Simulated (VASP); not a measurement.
MnS:

```
Mn S
1.0
     0.00000    2.60450    2.60450
     2.60450    0.00000    2.60450
     2.60450    2.60450    0.00000
Mn S
1 1
Cartesian
  0.0000 0.0000 0.0000
  2.6045 2.6045 2.6045
```

- Program: VASP 6.6.1
- Task: relaxation of cell and atoms
- Functional: BLYP
- Dispersion: D4
- Potentials or basis: VASP PAW PBE potentials, release 64 (Mn_pv, S)
- Cutoff: 600 eV
- k mesh: 9 × 9 × 9
- Occupations: fermi-dirac, width 0.05 eV
- Spin: collinear spin, ferromagnetic start
- Starting moments: [4.0, 0.0] μB

At the start: pressure -5.4 GPa; volume 17.67 Å³/atom.

Where does the relaxation end?

Over 5 steps the energy falls by 40.6 meV/atom and the volume is 15.34 Å³/atom (-13.2 %); space group Fm-3m (No. 225, to 0.1 Å) before and after; moment 4.01 μB per cell.

The path:
```tsv
step	energy change (eV)	largest force (eV/Å)	pressure (GPa)	volume (Å³)
1	0.0000	0.0000	-5.39	35.33
2	-0.0686	0.0000	-2.05	32.38
3	-0.0811	0.0000	-0.22	30.80
4	-0.0811	0.0000	0.12	30.63
5	-0.0812	0.0000	0.04	30.69
```

Final structure:
```cif
data_structure
_symmetry_space_group_name_H-M 'P 1'
_symmetry_Int_Tables_number 1
_cell_length_a 3.5142
_cell_length_b 3.5142
_cell_length_c 3.5142
_cell_angle_alpha 60.000
_cell_angle_beta 60.000
_cell_angle_gamma 60.000
_cell_volume 30.69
loop_
_atom_site_label
_atom_site_type_symbol
_atom_site_fract_x
_atom_site_fract_y
_atom_site_fract_z
_atom_site_occupancy
Mn1 Mn 0.00000 0.00000 0.00000 1
S1 S 0.50000 0.50000 0.50000 1
```

Caveat: the PAW data sets were made with another functional, which shifts forces and pressure a little; a cell with one magnetic atom can't hold antiferromagnetic order, which such compounds often take.
